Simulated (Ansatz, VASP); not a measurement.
**One calculation of AlN, two programs**

File INCAR:

```
SYSTEM = AlN
PREC = Accurate
ENCUT = 520
EDIFF = 1E-6
ISMEAR = -1
SIGMA = 0.02
LREAL = .FALSE.
LASPH = .TRUE.
NELM = 80
ALGO = Normal
ISIF = 2
LWAVE = .FALSE.
LCHARG = .TRUE.
LELF = .TRUE.
LVHAR = .TRUE.
NBANDS = 11
```

File KPOINTS:

```
Automatic mesh
0
G
  8 8 8
  0 0 0
```

The input POSCAR:

```
AlN
1.0
    0.0000000000      1.9427466667      1.9690000000
    1.9427466667      0.0000000000      1.9690000000
    1.9427466667      1.9427466667      0.0000000000
Al N
1 1
Direct
    0.0000000000      0.0000000000      0.0000000000
    0.5000000000      0.5000000000      0.5000000000
```

Input for Ansatz:

```yaml
crystal:
  lattice:
    - [0.0, 1.9427466666666668, 1.969]
    - [1.9427466666666668, 0.0, 1.969]
    - [1.9427466666666668, 1.9427466666666668, 0.0]
  atoms:
    - { symbol: Al, position: [0.0, 0.0, 0.0] }
    - { symbol: "N", position: [0.5, 0.5, 0.5] }
basis:
  ecutwfc: 520.0
kpoints:
  mp_grid:
    grid: [8, 8, 8]
hamiltonian:
  xc: lda
scf:
  occupations:
    method: fermi_dirac
    width: 0.02
output:
  stress: true
```

Alike in both runs: task single point; functional LDA; k mesh 8 × 8 × 8; occupations fermi-dirac, width 0.02 eV; no spin polarisation.

|  | VASP | Ansatz |
| --- | --- | --- |
| version | VASP 6.6.1 | Ansatz 0.2.0 |
| potentials or method | VASP PAW LDA potentials, release 64 (Al, N), cutoff 520 eV | plane waves, PAW |
| valence electrons in the cell | 8 | 8 |

```csv
,VASP,Ansatz,Ansatz less VASP
pressure (GPa),27.7,26.8,-0.98
"traceless stress, the component that is largest in VASP (GPa)",-4.34,-4.22,+0.122
```

LDA's correlation is that of Perdew and Zunger in VASP and of Perdew and Wang (1992) in Ansatz.
